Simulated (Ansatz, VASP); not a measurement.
# MgI2 in VASP and in Ansatz

```
Mg I
1.0
     4.00366    0.00000    0.00000
    -2.00183    3.46727    0.00000
     0.00000    0.00000    6.56748
Mg I
1 2
Direct
  0.00000 0.00000 0.00000
  0.33333 0.66667 0.74487
  0.66667 0.33333 0.25513
```

Alike in both runs: task single point; functional LDA; k mesh 6 × 6 × 4; occupations gaussian, width 0.05 eV; no spin polarisation.

|  | VASP | Ansatz |
| --- | --- | --- |
| version | VASP 6.6.1 | Ansatz 0.2.0 |
| potentials or method | VASP PAW LDA potentials, release 64 (Mg, I), cutoff 520 eV | scalar-relativistic, plane waves, PAW |
| valence electrons in the cell | 16 | 44 |

```csv
,VASP,Ansatz,Ansatz less VASP
gap on the k mesh at the Fermi level (eV),3.31,3.33,+0.021
least direct gap on the mesh (eV),3.75,3.74,-0.010
pressure (GPa),1.2,1.3,+0.11
"traceless stress, the component that is largest in VASP (GPa)",-0.44,-0.46,-0.020
rms of the force components (eV/Å),0.021,0.017,-0.0042
```

LDA's correlation is that of Perdew and Zunger in VASP and of Perdew and Wang (1992) in Ansatz. Atom by atom the forces differ by 0.004 eV/Å (rms over components). VASP's potentials hold 16 valence electrons a cell and Ansatz's 44, so a difference there can come from the potentials and not from the codes.

Neither program's run includes spin-orbit coupling.
